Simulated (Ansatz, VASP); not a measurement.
**One calculation of AlN, two programs**

```
CELL_PARAMETERS angstrom
3.17202 0.00000 0.00000
-1.58601 2.74705 0.00000
0.00000 0.00000 5.07563
ATOMIC_POSITIONS crystal
Al 0.33333 0.66667 0.00000
Al 0.66667 0.33333 0.50000
N 0.33333 0.66667 0.38500
N 0.66667 0.33333 0.88500
```

Change from the starting cell: volume scaled by 1.06, crystal datasets.

Alike in both runs: task electric field gradients; functional PBEsol; k mesh 10 × 10 × 6; occupations fermi-dirac, width 0.03 eV; no spin polarisation.

```csv
,VASP,Ansatz
version,VASP 6.6.1,Ansatz 0.2.0
potentials or method,"VASP PAW PBE potentials, release 64 (Al, N), cutoff 520 eV","all-electron PAW with datasets made for the crystal, scalar-relativistic"
```

VASP gave:

| Item | Value |
| --- | --- |
| gap on the k mesh at the Fermi level (eV) | 3.59 |
| pressure (GPa) | -10.1 |
| traceless stress, the component that is largest in VASP (GPa) | -0.42 |
| rms of the force components (eV/Å) | 0.100 |
| size of Vzz on the site where it differs most (V/Å²) | 0.2 |

Problem. Which values does Ansatz return?

Solution. gap on the k mesh at the Fermi level (eV): 3.59; pressure (GPa): -10.1; traceless stress, the component that is largest in VASP (GPa): -0.40; rms of the force components (eV/Å): 0.100; size of Vzz on the site where it differs most (V/Å²): 0.0.

VASP's potentials were made for PBE, not for PBEsol. Atom by atom the forces differ by 0.000 eV/Å (rms over components). Ansatz ran all-electron here, and VASP with PAW potentials.
